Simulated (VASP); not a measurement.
# Ca2BeCl6 (Fm-3m) in VASP: further runs, part 2 of 2

VASP 6.6.1. The steps go on from the part before.

## Step 4: Single point, PBE

This run uses another cell than the first one, of 20.73 Å³/atom, 0.977 times its volume.

INCAR

```
SYSTEM = Ca2BeCl6
PREC = Accurate
ENCUT = 520
EDIFF = 1E-6
ISMEAR = 0
SIGMA = 0.1
LREAL = .FALSE.
LASPH = .TRUE.
NELM = 60
ALGO = Normal
ISIF = 2
LWAVE = .FALSE.
LCHARG = .TRUE.
GGA = PE
LELF = .TRUE.
LVHAR = .TRUE.
NBANDS = 42
```

KPOINTS

```
Automatic mesh
0
G
  4 4 4
  0 0 0
```

POSCAR

```
Ca2BeCl6
1.0
    0.0000000000      4.5352715200      4.5352715200
    4.5352715200      0.0000000000      4.5352715200
    4.5352715200      4.5352715200      0.0000000000
Ca Be Cl
2 1 6
Direct
    0.2500000000      0.2500000000      0.2500000000
    0.7500000000      0.7500000000      0.7500000000
    0.0000000000      0.0000000000      0.0000000000
    0.7500000000      0.2500000000      0.2500000000
    0.2500000000      0.7500000000      0.7500000000
    0.2500000000      0.7500000000      0.2500000000
    0.7500000000      0.2500000000      0.7500000000
    0.2500000000      0.2500000000      0.7500000000
    0.7500000000      0.7500000000      0.2500000000
```

Potentials or basis: VASP PAW PBE potentials, release 64 (Ca_sv, Be, Cl).

The run is started by

```
> cat potpaw_PBE.64/Ca_sv/POTCAR potpaw_PBE.64/Be/POTCAR potpaw_PBE.64/Cl/POTCAR > POTCAR
> mpirun -np 1 vasp_std > vasp.out
```

OUTCAR:

```text
SYSTEM = Ca2BeCl6
   PREC = Accurate
   ENCUT = 520
   EDIFF = 1E-6
   ISMEAR = 0
   LREAL = .FALSE.
   LASPH = .TRUE.
   NELM = 60
   ISIF = 2
   GGA = PE

 ion  position               nearest neighbor table
   1  0.250  0.250  0.250-
   2  0.750  0.750  0.750-
   3  0.000  0.000  0.000-   4 2.27   5 2.27   6 2.27   7 2.27   8 2.27   9 2.27
   4  0.750  0.250  0.250-   3 2.27
   5  0.250  0.750  0.750-   3 2.27
   6  0.250  0.750  0.250-   3 2.27
   7  0.750  0.250  0.750-   3 2.27
   8  0.250  0.250  0.750-   3 2.27
   9  0.750  0.750  0.250-   3 2.27

  LATTYP: Found a face centered cubic cell.
 ALAT       =     9.0705430400

  Lattice vectors:

 A1 = (   0.0000000000,   4.5352715200,   4.5352715200)
 A2 = (   4.5352715200,   0.0000000000,   4.5352715200)
 A3 = (   4.5352715200,   4.5352715200,   0.0000000000)

Analysis of symmetry for initial positions (statically):
=====================================================================
 Subroutine PRICEL returns:
 Original cell was already a primitive cell.

 Routine SETGRP: Setting up the symmetry group for a
 face centered cubic supercell.

 Subroutine GETGRP returns: Found 48 space group operations
 (whereof 48 operations were pure point group operations)
 out of a pool of 48 trial point group operations.

The static configuration has the point symmetry O_h .

Analysis of symmetry for dynamics (positions and initial velocities):
=====================================================================
 Subroutine PRICEL returns:
 Original cell was already a primitive cell.

 Routine SETGRP: Setting up the symmetry group for a
 face centered cubic supercell.

 Subroutine GETGRP returns: Found 48 space group operations
 (whereof 48 operations were pure point group operations)
 out of a pool of 48 trial point group operations.

The dynamic configuration has the point symmetry O_h .

[... 119 lines left out ...]
   LORBIT       =      0    0 simple, 1 ext, 2 COOP (PROOUT), +10 PAW based schemes
   GGA     = PE    functional components
   LHFCALC =     F    Hartree Fock is set to
   AEXX    =    0.0000 exact exchange contribution
   IVDW    =     0    specifies the selected vdW correction
   LEPSILON=     F    determine dielectric tensor
   LRPA    =     F    only Hartree local field effects (RPA)
 non-spin polarized calculation
 Gauss-broadening in eV      SIGMA  =   0.10
  energy-cutoff  :      520.00
  volume of cell :      186.57
 maximum number of plane-waves:      5044
   NGX = 23   NGY = 23   NGZ = 23

 number of electron      63.9999992 magnetization

 Free energy of the ion-electron system (eV)
  ---------------------------------------------------
  ext. energy  EPLUGINS =         0.00000000
  ---------------------------------------------------
  free energy    TOTEN  =       -34.04723783 eV

  energy without entropy =      -34.04723783  energy(sigma->0) =      -34.04723783

 E-fermi :   2.9925     XC(G=0):  -9.3304

 val. band max:        2.4823161353   @ k =   0.0000   0.0000   0.0000
 cond. band min:       6.0856132171   @ k =   0.0000   0.0000   0.0000
 fundamental gap:      3.6032970819
 Fermi energy:         2.9925380053

 k-point     1 :       0.0000    0.0000    0.0000
  band No.  band energies     occupation
      1     -38.1299      2.00000
      2     -38.1283      2.00000
      3     -19.0710      2.00000
      4     -19.0710      2.00000
      5     -19.0710      2.00000
      6     -19.0593      2.00000
[... 349 lines left out ...]
     41       8.1255      0.00000
     42       8.1255      0.00000

------------------------ aborting loop because EDIFF is reached ----------------------------------------

  FORCE on cell =-STRESS in cart. coord.  units (eV):
  Direction    XX          YY          ZZ          XY          YZ          ZX
  --------------------------------------------------------------------------------------
  -------------------------------------------------------------------------------------
  Total        0.0712277      0.0712277      0.0712277     -0.0000000     -0.0000000      0.0000000
  in kB        0.6116731      0.6116731      0.6116731     -0.0000000     -0.0000000      0.0000000
  external PRESSURE =       0.6116731 kB  Pullay stress =       0.0000000 kB

 VOLUME and BASIS-vectors are now :
 -----------------------------------------------------------------------------
  energy-cutoff  :      520.00
  volume of cell :      186.57
      direct lattice vectors                 reciprocal lattice vectors
     0.000000000  4.535271520  4.535271520    -0.110246983  0.110246983  0.110246983
     4.535271520  0.000000000  4.535271520     0.110246983 -0.110246983  0.110246983
     4.535271520  4.535271520  0.000000000     0.110246983  0.110246983 -0.110246983

 POSITION                                       TOTAL-FORCE (eV/Angst)
 -----------------------------------------------------------------------------------
      2.26764      2.26764      2.26764        -0.000000     -0.000000     -0.000000
      6.80291      6.80291      6.80291         0.000000     -0.000000      0.000000
      0.00000      0.00000      0.00000         0.000000     -0.000000     -0.000000
      2.26764      4.53527      4.53527        -0.683228     -0.000000      0.000000
      6.80291      4.53527      4.53527         0.683228     -0.000000      0.000000
      4.53527      2.26764      4.53527         0.000000     -0.683228      0.000000
      4.53527      6.80291      4.53527         0.000000      0.683228      0.000000
      4.53527      4.53527      2.26764         0.000000     -0.000000     -0.683228
      4.53527      4.53527      6.80291         0.000000     -0.000000      0.683228
 -----------------------------------------------------------------------------------
    total drift:                               -0.000000     -0.000000     -0.000000

  FREE ENERGIE OF THE ION-ELECTRON SYSTEM (eV)
  ---------------------------------------------------
  free  energy   TOTEN  =       -34.0472378265 eV

  energy  without entropy=      -34.0472378265  energy(sigma->0) =      -34.04723783
```

OSZICAR:

```text
N       E                     dE             d eps       ncg     rms          rms(c)
DAV:   1     0.569294543680E+03    0.56929E+03   -0.30208E+04   672   0.140E+03
DAV:   2     0.146958463918E+02   -0.55460E+03   -0.53085E+03   896   0.348E+02
DAV:   3    -0.331796003774E+02   -0.47875E+02   -0.47581E+02   952   0.979E+01
DAV:   4    -0.347810609652E+02   -0.16015E+01   -0.15949E+01  1040   0.183E+01
DAV:   5    -0.348679670266E+02   -0.86906E-01   -0.86879E-01  1048   0.299E+00    0.109E+01
DAV:   6    -0.341284039393E+02    0.73956E+00   -0.15481E+00   848   0.447E+00    0.692E+00
DAV:   7    -0.340446295186E+02    0.83774E-01   -0.76049E-01   952   0.343E+00    0.247E+00
DAV:   8    -0.340459340353E+02   -0.13045E-02   -0.12080E-01   986   0.140E+00    0.330E-01
DAV:   9    -0.340465238951E+02   -0.58986E-03   -0.65595E-03   984   0.289E-01    0.177E-01
DAV:  10    -0.340472082248E+02   -0.68433E-03   -0.10705E-03   932   0.169E-01    0.182E-02
DAV:  11    -0.340472307707E+02   -0.22546E-04   -0.67501E-05  1008   0.346E-02    0.189E-02
DAV:  12    -0.340472334087E+02   -0.26381E-05   -0.26151E-06   716   0.713E-03    0.841E-03
DAV:  13    -0.340472379607E+02   -0.45520E-05   -0.58078E-06   744   0.117E-02    0.354E-03
DAV:  14    -0.340472378265E+02    0.13417E-06   -0.27643E-07   574   0.293E-03
   1 F= -.34047238E+02 E0= -.34047238E+02  d E =-.132278E-13
```

Wall time 2 min (1 thread of AMD EPYC 7R43 (Zen 3), shared host); peak memory 0.29 GiB.

Results:

| Property | Result |
| --- | --- |
| Free energy | -34.0472 eV |
| Pressure | 0.1 GPa |
| Band gap on the k mesh | 3.60 eV, direct |

Levels at points of the mesh, in eV from the valence-band top:
| k point | band 29 | band 30 | band 31 | band 32 | band 33 | band 34 | band 35 | band 36 |
| --- | --- | --- | --- | --- | --- | --- | --- | --- |
| (0.00, 0.00, 0.00) | -0.13 | 0.00 | 0.00 | 0.00 | 3.60 | 3.74 | 3.74 | 4.31 |
| (0.50, 0.00, 0.00) | -0.38 | -0.38 | -0.18 | -0.18 | 4.51 | 4.58 | 4.58 | 4.59 |
| (0.50, 0.50, 0.00) | -0.69 | -0.69 | -0.17 | -0.09 | 4.59 | 4.72 | 4.84 | 4.87 |

## Step 5: Single point, PBE

This run uses another cell than the first one, of 21.04 Å³/atom, 0.992 times its volume.

INCAR

```
ALGO = Normal
EDIFF = 1E-7
ENCUT = 520
GGA = PE
ISIF = 2
ISMEAR = 0
LASPH = T
LCHARG = F
LREAL = F
LWAVE = F
NBANDS = 42
NELM = 100
PREC = Accurate
SIGMA = 0.1
```

KPOINTS

```
k-points
0
Gamma
  4 4 4
```

POSCAR

```
Ca2BeCl6
1.0
    0.0000000000      4.5578845956      4.5578845956
    4.5578845956      0.0000000000      4.5578845956
    4.5578845956      4.5578845956      0.0000000000
Ca Be Cl
2 1 6
Direct
    0.2500000000      0.2500000000      0.2500000000
    0.7500000000      0.7500000000      0.7500000000
    0.0000000000      0.0000000000      0.0000000000
    0.7563628298      0.2436371702      0.2436371702
    0.2436371702      0.7563628298      0.7563628298
    0.2436371702      0.7563628298      0.2436371702
    0.7563628298      0.2436371702      0.7563628298
    0.2436371702      0.2436371702      0.7563628298
    0.7563628298      0.7563628298      0.2436371702
```

Potentials or basis: VASP PAW PBE potentials, release 64 (Ca_sv, Be, Cl).

The run is started by

```
> cat potpaw_PBE.64/Ca_sv/POTCAR potpaw_PBE.64/Be/POTCAR potpaw_PBE.64/Cl/POTCAR > POTCAR
> mpirun -np 1 vasp_std > vasp.out
```

OUTCAR:

```text
EDIFF = 1E-7
   ENCUT = 520
   GGA = PE
   ISIF = 2
   ISMEAR = 0
   LASPH = T
   LREAL = F
   NELM = 100
   PREC = Accurate

 ion  position               nearest neighbor table
   1  0.250  0.250  0.250-
   2  0.750  0.750  0.750-
   3  0.000  0.000  0.000-   4 2.22   5 2.22   6 2.22   7 2.22   8 2.22   9 2.22
   4  0.756  0.244  0.244-   3 2.22
   5  0.244  0.756  0.756-   3 2.22
   6  0.244  0.756  0.244-   3 2.22
   7  0.756  0.244  0.756-   3 2.22
   8  0.244  0.244  0.756-   3 2.22
   9  0.756  0.756  0.244-   3 2.22

  LATTYP: Found a face centered cubic cell.
 ALAT       =     9.1157691912

  Lattice vectors:

 A1 = (   0.0000000000,   4.5578845956,   4.5578845956)
 A2 = (   4.5578845956,   0.0000000000,   4.5578845956)
 A3 = (   4.5578845956,   4.5578845956,   0.0000000000)

Analysis of symmetry for initial positions (statically):
=====================================================================
 Subroutine PRICEL returns:
 Original cell was already a primitive cell.

 Routine SETGRP: Setting up the symmetry group for a
 face centered cubic supercell.

 Subroutine GETGRP returns: Found 48 space group operations
 (whereof 48 operations were pure point group operations)
 out of a pool of 48 trial point group operations.

The static configuration has the point symmetry O_h .

Analysis of symmetry for dynamics (positions and initial velocities):
=====================================================================
 Subroutine PRICEL returns:
 Original cell was already a primitive cell.

 Routine SETGRP: Setting up the symmetry group for a
 face centered cubic supercell.

 Subroutine GETGRP returns: Found 48 space group operations
 (whereof 48 operations were pure point group operations)
 out of a pool of 48 trial point group operations.

The dynamic configuration has the point symmetry O_h .

 Subroutine INISYM returns: Found 48 space group operations
 (whereof 48 operations are pure point group operations),
 and found     1 'primitive' translations

----------------------------------------------------------------------------------------

                                     Primitive cell

  volume of cell :     189.3738

  direct lattice vectors                    reciprocal lattice vectors
     0.000000000  4.557884596  4.557884596    -0.109700013  0.109700013  0.109700013
     4.557884596  0.000000000  4.557884596     0.109700013 -0.109700013  0.109700013
     4.557884596  4.557884596  0.000000000     0.109700013  0.109700013 -0.109700013

  length of vectors
     6.445822211  6.445822211  6.445822211     0.190005996  0.190005996  0.190005996

  position of ions in fractional coordinates (direct lattice)
     0.250000000  0.250000000  0.250000000
     0.750000000  0.750000000  0.750000000
     0.000000000  0.000000000  0.000000000
     0.756362830  0.243637170  0.243637170
     0.243637170  0.756362830  0.756362830
     0.243637170  0.756362830  0.243637170
     0.756362830  0.243637170  0.756362830
     0.243637170  0.243637170  0.756362830
     0.756362830  0.756362830  0.243637170

  ion indices of the primitive-cell ions
[... 40 lines left out ...]
  0.250000  0.000000  0.000000      8.000000
  0.500000  0.000000  0.000000      4.000000
  0.250000  0.250000  0.000000      6.000000
  0.500000  0.250000  0.000000     24.000000
 -0.250000  0.250000  0.000000     12.000000
  0.500000  0.500000  0.000000      3.000000
 -0.250000  0.500000  0.250000      6.000000
   k-points           NKPTS =      8   k-points in BZ     NKDIM =      8   number of bands    NBANDS=     42
   number of dos      NEDOS =    301   number of ions     NIONS =      9
   total plane-waves  NPLWV = 110592
   dimension x,y,z NGX =    48 NGY =   48 NGZ =   48
   dimension x,y,z NGXF=    96 NGYF=   96 NGZF=   96
   ions per type =               2   1   6
   NGX,Y,Z   is equivalent  to a cutoff of  12.38, 12.38, 12.38 a.u.
   NGXF,Y,Z  is equivalent  to a cutoff of  24.76, 24.76, 24.76 a.u.
 SYSTEM =  unknown system
   PREC   = accura    normal or accurate (medium, high low for compatibility)
   ISTART =      0    job   : 0-new  1-cont  2-samecut
   ICHARG =      2    charge: 1-file 2-atom 10-const
   ISPIN  =      1    spin polarized calculation?
   LNONCOLLINEAR =      F non collinear calculations
   LSORBIT =      F    spin-orbit coupling
   LASPH  =      T    aspherical Exc in radial PAW
   ENCUT  =  520.0 eV  38.22 Ry    6.18 a.u.  11.98 11.98 11.98*2*pi/ulx,y,z
   NELM   =    100;   NELMIN=  2; NELMDL= -5     # of ELM steps
   EDIFF  = 0.1E-06   stopping-criterion for ELM
   LREAL  =      F    real-space projection
   EDIFFG = 0.1E-05   stopping-criterion for IOM
   NSW    =      0    number of steps for IOM
   IBRION =     -1    ionic relax: 0-MD 1-quasi-New 2-CG
   NFREE  =      0    steps in history (QN), initial steepest desc. (CG)
   ISIF   =      2    stress and relaxation
   ISYM   =      2    0-nonsym 1-usesym 2-fastsym
   POTIM  = 0.5000    time-step for ionic-motion
   TEBEG  =    0.0;   TEEND  =   0.0 temperature during run
   PSTRESS=    0.0 pullay stress
   NELECT =      64.0000    total number of electrons
   NUPDOWN=      -1.0000    fix difference up-down
   EMIN   =  10.00;   EMAX   =-10.00  energy-range for DOS
   EFERMI =   0.00;   METHOD = LEGACY
   ISMEAR =     0;   SIGMA  =   0.10  broadening in eV -4-tet -1-fermi 0-gaus
   EFERMI_NEDOS =   21; number of points for ismear=-14 and -15
   IALGO  =     38    algorithm
   IMIX   =      4    mixing-type and parameters
     AMIX     =   0.40;   BMIX     =  1.00
     AMIX_MAG =   1.60;   BMIX_MAG =  1.00
  volume/ion in A,a.u.               =      21.04       142.00
  Fermi-wavevector in a.u.,A,eV,Ry     =   1.140324  2.154899 17.692176  1.300338
  Thomas-Fermi vector in A             =   2.277026
   LORBIT       =      0    0 simple, 1 ext, 2 COOP (PROOUT), +10 PAW based schemes
   GGA     = PE    functional components
   LHFCALC =     F    Hartree Fock is set to
   AEXX    =    0.0000 exact exchange contribution
   IVDW    =     0    specifies the selected vdW correction
   LEPSILON=     F    determine dielectric tensor
   LRPA    =     F    only Hartree local field effects (RPA)
 non-spin polarized calculation
 Gauss-broadening in eV      SIGMA  =   0.10
  energy-cutoff  :      520.00
  volume of cell :      189.37
 maximum number of plane-waves:      5124
   NGX = 23   NGY = 23   NGZ = 23

 number of electron      64.0000016 magnetization

 Free energy of the ion-electron system (eV)
  ---------------------------------------------------
  ext. energy  EPLUGINS =         0.00000000
  ---------------------------------------------------
  free energy    TOTEN  =       -34.16997349 eV

  energy without entropy =      -34.16997349  energy(sigma->0) =      -34.16997349

 E-fermi :   2.7883     XC(G=0):  -9.2400

 val. band max:        2.3312817536   @ k =   0.0000   0.0000   0.0000
 cond. band min:       5.9488884136   @ k =   0.0000   0.0000   0.0000
 fundamental gap:      3.6176066600
 Fermi energy:         2.7882788107

 k-point     1 :       0.0000    0.0000    0.0000
  band No.  band energies     occupation
      1     -38.3313      2.00000
      2     -38.3298      2.00000
      3     -19.2689      2.00000
      4     -19.2689      2.00000
      5     -19.2689      2.00000
      6     -19.2580      2.00000
[... 349 lines left out ...]
     41       7.9049      0.00000
     42       7.9049      0.00000

------------------------ aborting loop because EDIFF is reached ----------------------------------------

  FORCE on cell =-STRESS in cart. coord.  units (eV):
  Direction    XX          YY          ZZ          XY          YZ          ZX
  --------------------------------------------------------------------------------------
  -------------------------------------------------------------------------------------
  Total        0.3255387      0.3255387      0.3255387     -0.0000000      0.0000000     -0.0000000
  in kB        2.7541857      2.7541857      2.7541857     -0.0000000      0.0000000     -0.0000000
  external PRESSURE =       2.7541857 kB  Pullay stress =       0.0000000 kB

 VOLUME and BASIS-vectors are now :
 -----------------------------------------------------------------------------
  energy-cutoff  :      520.00
  volume of cell :      189.37
      direct lattice vectors                 reciprocal lattice vectors
     0.000000000  4.557884596  4.557884596    -0.109700013  0.109700013  0.109700013
     4.557884596  0.000000000  4.557884596     0.109700013 -0.109700013  0.109700013
     4.557884596  4.557884596  0.000000000     0.109700013  0.109700013 -0.109700013

 POSITION                                       TOTAL-FORCE (eV/Angst)
 -----------------------------------------------------------------------------------
      2.27894      2.27894      2.27894         0.000000     -0.000000      0.000000
      6.83683      6.83683      6.83683         0.000000     -0.000000      0.000000
      0.00000      0.00000      0.00000         0.000000     -0.000000      0.000000
      2.22094      4.55788      4.55788        -0.001762     -0.000000      0.000000
      6.89483      4.55788      4.55788         0.001762     -0.000000      0.000000
      4.55788      2.22094      4.55788         0.000000     -0.001762      0.000000
      4.55788      6.89483      4.55788         0.000000      0.001762      0.000000
      4.55788      4.55788      2.22094         0.000000     -0.000000     -0.001762
      4.55788      4.55788      6.89483         0.000000     -0.000000      0.001762
 -----------------------------------------------------------------------------------
    total drift:                               -0.000000     -0.000000     -0.000000

  FREE ENERGIE OF THE ION-ELECTRON SYSTEM (eV)
  ---------------------------------------------------
  free  energy   TOTEN  =       -34.1699734861 eV

  energy  without entropy=      -34.1699734861  energy(sigma->0) =      -34.16997349
```

Wall time 1.9 min (1 thread of AMD EPYC 7R43 (Zen 3), shared host); peak memory 0.3 GiB.

What came out:

- Free energy: -34.1700 eV
- Pressure: 0.3 GPa
- Band gap on the k mesh: 3.62 eV, direct

Levels at points of the mesh, in eV from the valence-band top:
| k point | band 29 | band 30 | band 31 | band 32 | band 33 | band 34 | band 35 | band 36 |
| --- | --- | --- | --- | --- | --- | --- | --- | --- |
| (0.00, 0.00, 0.00) | -0.17 | 0.00 | 0.00 | 0.00 | 3.62 | 3.74 | 3.74 | 4.29 |
| (0.50, 0.00, 0.00) | -0.44 | -0.44 | -0.18 | -0.18 | 4.48 | 4.54 | 4.54 | 4.57 |
| (0.50, 0.50, 0.00) | -0.71 | -0.71 | -0.20 | -0.09 | 4.57 | 4.69 | 4.80 | 4.82 |

A k mesh can miss the band edges. As with any semilocal functional, this PBE gap is likely too small.

## Step 6: The runs side by side

```tsv
task	cell	cutoff (eV)	smearing	gap on the mesh (eV)	pressure (GPa)
single point	a = 6.463 Å, angles 60.0°, 9 atoms	520	gaussian 0.02 eV	3.61	-0.1
relaxation of cell and atoms	relaxed from a = 6.446 Å, angles 60.0°, 9 atoms	600	gaussian 0.02 eV	3.61	0.0
single point	a = 6.414 Å, angles 60.0°, 9 atoms	520	gaussian 0.1 eV	3.60	0.1
single point	a = 6.446 Å, angles 60.0°, 9 atoms	520	gaussian 0.1 eV	3.62	0.3
```

Alike in all rows: level PBE; potentials or basis VASP PAW PBE potentials, release 64 (Ca_sv, Be, Cl); no spin polarisation; k mesh 4 × 4 × 4.

Total energies depend on the potentials used, so only differences within one code and one set of settings carry meaning.
